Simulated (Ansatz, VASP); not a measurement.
## One calculation of Sb, two programs

File POSCAR:

```
Sb
1.0
   -1.5765401800      1.5765401800      2.7119384300
    1.5765401800     -1.5765401800      2.7119384300
    1.5765401800      1.5765401800     -2.7119384300
Sb
1
Direct
    0.0000000000      0.0000000000      0.0000000000
```

File INCAR.step1:

```
SYSTEM = Sb
ALGO = Normal
EDIFF = 1E-4
ENCUT = 520
GGA = PE
ISMEAR = -1
LASPH = .TRUE.
LCHARG = .FALSE.
LREAL = .FALSE.
LWAVE = .TRUE.
NBANDS = 8
NELM = 80
PREC = Accurate
SIGMA = 0.01
```

File INCAR.step2:

```
SYSTEM = Sb
ALGO = Normal
EDIFF = 1E-6
ENCUT = 520
ISIF = 2
ISMEAR = -1
ISTART = 1
LASPH = .TRUE.
LCHARG = .FALSE.
LMIXTAU = .TRUE.
LREAL = .FALSE.
LWAVE = .FALSE.
METAGGA = R2SCAN
NBANDS = 8
NELM = 80
PREC = Accurate
SIGMA = 0.01
```

Contents of KPOINTS:

```
k-points
0
G
  3 3 3
  0 0 0
```

Input for Ansatz:

```yaml
crystal:
  lattice:
    - [-1.57654018, 1.57654018, 2.71193843]
    - [1.57654018, -1.57654018, 2.71193843]
    - [1.57654018, 1.57654018, -2.71193843]
  atoms:
    - { symbol: Sb, position: [0.0, 0.0, 0.0] }
kpoints:
  mp_grid:
    grid: [3, 3, 3]
hamiltonian:
  xc: r2scan
scf:
  convergence:
    dr2_threshold: 1.0e-08
  lower_state_search: light
  mixing:
    algorithm: anderson
    preconditioner: none
  occupations:
    method: fermi_dirac
    width: 0.01
output:
  forces: true
  stress: true
```

Alike in both runs: task single point; functional r2SCAN; k mesh 3 × 3 × 3; occupations fermi-dirac, width 0.01 eV; no spin polarisation.

```csv
,VASP,Ansatz
version,VASP 6.6.1,Ansatz 0.2.0
potentials or method,"VASP PAW PBE potentials, release 64 (Sb)","plane waves, PAW"
plane-wave cutoff (eV),520,500
valence electrons in the cell,5,15
```

|  | VASP | Ansatz | Ansatz less VASP |
| --- | --- | --- | --- |
| pressure (GPa) | 2.8 | 2.9 | +0.09 |
| traceless stress, the component that is largest in VASP (GPa) | -14.59 | -14.49 | +0.102 |

VASP's potentials were made for PBE, not for r2SCAN. VASP's potentials hold 5 valence electrons a cell and Ansatz's 15, so a difference there can come from the potentials and not from the codes. Ansatz's warnings: stress scf threshold loose.

The k mesh is coarse, so the values compare programs but aren't converged. Spin-orbit coupling is off throughout.
